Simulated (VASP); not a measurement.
# Si2W (I4/mmm) in VASP: further runs

Si2W is run at these levels: PBE; tasks: relaxation of cell and atoms, relaxation of shape and atoms at fixed volume.

Program: VASP 6.6.1. These are calculated values, not measurements. Logs are shortened: lines on timing, memory, paths and dates and some standing lists are left out, and cuts for length are marked.

## Step 1: The cell of the first run

The structure is tetragonal, space group I4/mmm (No. 139). The conventional cell has a = 3.214 Å, b = 3.214 Å, c = 7.830 Å, α = 90.00°, β = 90.00°, γ = 90.00°. Si (site symmetry 4mm) has 9 Si at 2.59 to 3.21 Å and 5 W at 2.62 Å within 3.4 Å. Within 3.4 Å of W (site symmetry 4/mmm) lie 10 Si at 2.62 Å and 4 W at 3.21 Å.

## Step 2: Relaxation of cell and atoms, PBE

INCAR

```
ALGO = Normal
EDIFF = 1E-6
EDIFFG = -0.01
ENCUT = 600
GGA = PE
IBRION = 2
ISIF = 3
ISMEAR = 0
LASPH = T
LCHARG = F
LREAL = F
LWAVE = F
NELM = 100
NSW = 100
PREC = Accurate
SIGMA = 0.1
```

KPOINTS

```
k-points
0
Gamma
  18 18 18
```

POSCAR

```
Si2W
1.0
   -1.6069000000      1.6069000000      3.9149500000
    1.6069000000     -1.6069000000      3.9149500000
    1.6069000000      1.6069000000     -3.9149500000
Si W
2 1
Direct
    0.3347000000      0.3347000000      0.0000000000
    0.6653000000      0.6653000000      0.0000000000
    0.0000000000      0.0000000000      0.0000000000
```

Potentials or basis: VASP PAW PBE potentials, release 64 (Si, W_sv).

Command:

```console
$ cat potpaw_PBE.64/Si/POTCAR potpaw_PBE.64/W_sv/POTCAR > POTCAR
$ mpirun -np 1 vasp_std > vasp.out
```

OUTCAR:

```text
EDIFF = 1E-6
   EDIFFG = -0.01
   ENCUT = 600
   GGA = PE
   IBRION = 2
   ISIF = 3
   ISMEAR = 0
   LASPH = T
   LREAL = F
   NELM = 100
   NSW = 100
   PREC = Accurate

 ion  position               nearest neighbor table
   1  0.335  0.335  0.000-   2 2.59   3 2.62   3 2.62   3 2.62   3 2.62   3 2.62   2 2.63   2 2.63
                             2 2.63   2 2.63
   2  0.665  0.665  0.000-   1 2.59   3 2.62   3 2.62   3 2.62   3 2.62   3 2.62   1 2.63   1 2.63
                             1 2.63   1 2.63
   3  0.000  0.000  0.000-   2 2.62   2 2.62   2 2.62   1 2.62   2 2.62   1 2.62   1 2.62   1 2.62
                             1 2.62   2 2.62

  LATTYP: Found a body centered tetragonal cell.
 ALAT       =     3.2138000000
 C/A-ratio  =     2.4363370465

  Lattice vectors:

 A1 = (  -1.6069000000,   1.6069000000,   3.9149500000)
 A2 = (   1.6069000000,  -1.6069000000,   3.9149500000)
 A3 = (   1.6069000000,   1.6069000000,  -3.9149500000)

Analysis of symmetry for initial positions (statically):
=====================================================================
 Subroutine PRICEL returns:
 Original cell was already a primitive cell.

 Routine SETGRP: Setting up the symmetry group for a
 body centered tetragonal supercell.

 Subroutine GETGRP returns: Found 16 space group operations
 (whereof 16 operations were pure point group operations)
 out of a pool of 16 trial point group operations.

The static configuration has the point symmetry D_4h.

Analysis of symmetry for dynamics (positions and initial velocities):
=====================================================================
 Subroutine PRICEL returns:
 Original cell was already a primitive cell.

 Routine SETGRP: Setting up the symmetry group for a
 body centered tetragonal supercell.

 Subroutine GETGRP returns: Found 16 space group operations
 (whereof 16 operations were pure point group operations)
 out of a pool of 16 trial point group operations.

The dynamic configuration has the point symmetry D_4h.

 Subroutine INISYM returns: Found 16 space group operations
 (whereof 16 operations are pure point group operations),
 and found     1 'primitive' translations

----------------------------------------------------------------------------------------

                                     Primitive cell

  volume of cell :      40.4356

  direct lattice vectors                    reciprocal lattice vectors
[... 105 lines left out ...]
   EFERMI_NEDOS =   21; number of points for ismear=-14 and -15
   IALGO  =     38    algorithm
   IMIX   =      4    mixing-type and parameters
     AMIX     =   0.40;   BMIX     =  1.00
     AMIX_MAG =   1.60;   BMIX_MAG =  1.00
  volume/ion in A,a.u.               =      13.48        90.96
  Fermi-wavevector in a.u.,A,eV,Ry     =   1.336476  2.525573 24.302284  1.786167
  Thomas-Fermi vector in A             =   2.465099
   LORBIT       =      0    0 simple, 1 ext, 2 COOP (PROOUT), +10 PAW based schemes
   GGA     = PE    functional components
   LHFCALC =     F    Hartree Fock is set to
   AEXX    =    0.0000 exact exchange contribution
   IVDW    =     0    specifies the selected vdW correction
   LEPSILON=     F    determine dielectric tensor
   LRPA    =     F    only Hartree local field effects (RPA)
 conjugate gradient relaxation of ions
 non-spin polarized calculation
 Gauss-broadening in eV      SIGMA  =   0.10
  energy-cutoff  :      600.00
  volume of cell :       40.44
 maximum number of plane-waves:      1373
   NGX = 19   NGY = 19   NGZ = 19

--------------------------------------- Ionic step        1  -------------------------------------------

 number of electron      21.9999999 magnetization

 Free energy of the ion-electron system (eV)
  ---------------------------------------------------
  ext. energy  EPLUGINS =         0.00000000
  ---------------------------------------------------
  free energy    TOTEN  =       -24.80960506 eV

  energy without entropy =      -24.80872862  energy(sigma->0) =      -24.80916684

------------------------ aborting loop because EDIFF is reached ----------------------------------------

  FORCE on cell =-STRESS in cart. coord.  units (eV):
  Direction    XX          YY          ZZ          XY          YZ          ZX
  --------------------------------------------------------------------------------------
  -------------------------------------------------------------------------------------
  Total        0.8226511      0.8226511      0.9139400      0.0000000      0.0000000      0.0000000
  in kB       32.5958542     32.5958542     36.2129862      0.0000000      0.0000000      0.0000000
  external PRESSURE =      33.8015648 kB  Pullay stress =       0.0000000 kB
[... 172 lines left out ...]
--------------------------------------- Ionic step        6  -------------------------------------------

 number of electron      22.0000000 magnetization

 Free energy of the ion-electron system (eV)
  ---------------------------------------------------
  ext. energy  EPLUGINS =         0.00000000
  ---------------------------------------------------
  free energy    TOTEN  =       -24.81594228 eV

  energy without entropy =      -24.81503629  energy(sigma->0) =      -24.81548928

 E-fermi :  11.7530     XC(G=0): -12.4593

 val. band max:       11.7332958728   @ k =  -0.3889   0.5000   0.3333
 cond. band min:      11.7903521687   @ k =  -0.3889  -0.4444   0.3889
 fundamental gap:      0.0570562960
 Fermi energy:        11.7530061712

 k-point     1 :       0.0000    0.0000    0.0000
  band No.  band energies     occupation
      1     -62.1326      2.00000
      2     -26.3789      2.00000
      3     -26.3660      2.00000
      4     -26.3660      2.00000
      5      -2.2051      2.00000
      6       4.9967      2.00000
      7       7.9963      2.00000
      8       8.5052      2.00000
      9       8.9465      2.00000
     10       8.9465      2.00000
     11      12.3542      0.00000
     12      14.3978      0.00000
     13      14.7329      0.00000
     14      14.7836      0.00000
[... 401 lines left out ...]
      2     -26.4505      2.00000
      3     -26.3713      2.00000
      4     -26.3643      2.00000
      5      -1.3088      2.00000
      6       5.0899      2.00000
      7       6.4386      2.00000
      8       8.1847      2.00000
      9       8.9278      2.00000
     10       9.6426      2.00000
     11      10.3554      2.00000
     12      13.3066      0.00000
     13      13.9313      0.00000
     14      16.1005      0.00000
     15      16.2101      0.00000

 [... further k-points ...]
[... 5 lines left out ...]
  --------------------------------------------------------------------------------------
  -------------------------------------------------------------------------------------
  Total        0.0101356      0.0101356      0.0195074      0.0000000     -0.0000000     -0.0000000
  in kB        0.3958082      0.3958082      0.7617890      0.0000000     -0.0000000     -0.0000000
  external PRESSURE =       0.5178018 kB  Pullay stress =       0.0000000 kB
[... 18 lines left out ...]
  FREE ENERGIE OF THE ION-ELECTRON SYSTEM (eV)
  ---------------------------------------------------
  free  energy   TOTEN  =       -24.8159422800 eV

  energy  without entropy=      -24.8150362867  energy(sigma->0) =      -24.81548928

 reached required accuracy - stopping structural energy minimisation
```

Wall time 11 min (1 thread of Intel Xeon Platinum 8559C (Emerald Rapids), shared host); peak memory 0.5 GiB.

What came out:

* Free energy: -24.8159 eV
* Relaxed volume: 13.68 Å³/atom
* Relaxed cell: a = 4.548 Å, b = 4.548 Å, c = 4.548 Å, α = 138.41°, β = 138.41°, γ = 60.28°
* Space group after relaxing (to 0.1 Å): I4/mmm (No. 139)
* Energy gained by relaxing: 2.1 meV/atom
* Ionic steps: 6
* Pressure after relaxing: 0.1 GPa
* Band gap on the k mesh: zero (bands 11 and 12 overlap by 1.25 eV)

The path:
| step | energy change (eV) | largest force (eV/Å) | pressure (GPa) | volume (Å³) |
| --- | --- | --- | --- | --- |
| 1 | 0.0000 | 0.0628 | 3.38 | 40.44 |
| 2 | 0.0133 | 0.1030 | -5.50 | 42.12 |
| 3 | -0.0063 | 0.0003 | -0.01 | 41.04 |
| 4 | -0.0063 | 0.0009 | 0.05 | 41.02 |
| 5 | -0.0063 | 0.0008 | 0.06 | 41.03 |
| 6 | -0.0063 | 0.0009 | 0.05 | 41.03 |

Final structure:
```yaml
crystal:
  lattice:
    - [-1.61484, 1.61484, 3.93330]
    - [1.61484, -1.61484, 3.93330]
    - [1.61484, 1.61484, -3.93330]
  atoms:
    - { symbol: Si, position: [0.33456, 0.33456, 0.00000] }
    - { symbol: Si, position: [0.66544, 0.66544, 0.00000] }
    - { symbol: W, position: [0.00000, 0.00000, 0.00000] }
```

Levels at points of the mesh, in eV from the Fermi level:
| k point | band 7 | band 8 | band 9 | band 10 | band 11 | band 12 | band 13 | band 14 | band 15 |
| --- | --- | --- | --- | --- | --- | --- | --- | --- | --- |
| (0.00, 0.00, 0.00) | -3.76 | -3.25 | -2.81 | -2.81 | 0.60 | 2.64 | 2.98 | 3.03 | 3.03 |
| (0.50, 0.00, 0.00) | -5.68 | -4.81 | -2.75 | -2.71 | -0.42 | 2.65 | 2.75 | 3.90 | 4.31 |
| (0.50, 0.50, 0.00) | -5.94 | -5.50 | -4.96 | -3.19 | -1.76 | 2.73 | 2.91 | 3.06 | 3.85 |
| (0.50, 0.50, 0.50) | -3.76 | -2.54 | -0.85 | -0.85 | -0.49 | -0.49 | 0.77 | 4.44 | 4.72 |

Caveat: spin-orbit coupling is left out, which moves the levels of the heavy elements. Zero-point motion and thermal expansion aren't in these numbers.

## Step 3: Relaxation of shape and atoms at fixed volume, PBE (14.49 Å³/atom)

This run uses another cell than the first one, of 14.49 Å³/atom.

INCAR

```
ALGO = Normal
EDIFF = 1E-7
EDIFFG = -0.01
ENCUT = 500
GGA = PE
GGA_COMPAT = False
IBRION = 2
ISIF = 4
ISMEAR = 0
LASPH = True
LCHARG = False
LREAL = False
LWAVE = False
NELM = 120
NELMIN = 4
NSW = 50
PREC = Accurate
SIGMA = 0.1
```

KPOINTS is that of step 2.

POSCAR

```
Si2W
1.0
   -1.6473025118      1.6473025118      4.0053077475
    1.6473025118     -1.6473025118      4.0053077475
    1.6473025118      1.6473025118     -4.0053077475
Si W
2 1
Direct
    0.3350590761      0.3350590761      0.0000000000
    0.6649409239      0.6649409239      0.0000000000
    0.0000000000      0.0000000000      0.0000000000
```

Potentials or basis: VASP PAW PBE potentials, release 64 (Si, W_sv).

Command:

```console
$ cat potpaw_PBE.64/Si/POTCAR potpaw_PBE.64/W_sv/POTCAR > POTCAR
$ mpirun -np 1 vasp_std > vasp.out
```

Run time: 24 min. Hardware: 1 thread of Oxide Virtual Turin-like, shared host; peak memory 0.41 GiB.

Results (log left out):

```yaml
Free_energy: -24.7275 eV
Energy_gained_by_relaxing: 0.1 meV/atom
Ionic_steps: 4
Pressure_after_relaxing: -11.1 GPa
Band_gap_on_the_k_mesh: zero (bands 11 and 12 overlap by 1.11 eV)
```

Step by step:
```csv
step,energy change (eV),largest force (eV/Å),pressure (GPa),volume (Å³)
1,0.0000,0.0724,-11.16,43.48
2,-0.0004,0.0096,-11.05,43.48
3,-0.0004,0.0192,-11.07,43.48
4,-0.0004,0.0000,-11.06,43.48
```

Final structure:
```yaml
crystal:
  lattice:
    - [-1.64835, 1.64835, 4.00022]
    - [1.64835, -1.64835, 4.00022]
    - [1.64835, 1.64835, -4.00022]
  atoms:
    - { symbol: Si, position: [0.33558, 0.33558, 0.00000] }
    - { symbol: Si, position: [0.66442, 0.66442, 0.00000] }
    - { symbol: W, position: [0.00000, 0.00000, 0.00000] }
```

Levels at points of the mesh, in eV from the Fermi level:
```csv
k point,band 7,band 8,band 9,band 10,band 11,band 12,band 13,band 14,band 15
"(0.00, 0.00, 0.00)",-3.76,-2.98,-2.62,-2.62,0.53,2.35,2.82,2.82,3.24
"(0.50, 0.00, 0.00)",-5.42,-4.61,-2.61,-2.48,-0.35,2.40,2.69,3.73,3.89
"(0.50, 0.50, 0.00)",-5.64,-5.47,-4.70,-2.93,-1.75,2.61,2.65,2.78,3.72
"(0.50, 0.50, 0.50)",-3.44,-2.34,-0.82,-0.82,-0.44,-0.44,0.69,4.09,4.31
```

Caveat: spin-orbit coupling is left out, which moves the levels of the heavy elements.

The gap in the log of VASP goes by the Fermi energy; the results here count the filled bands.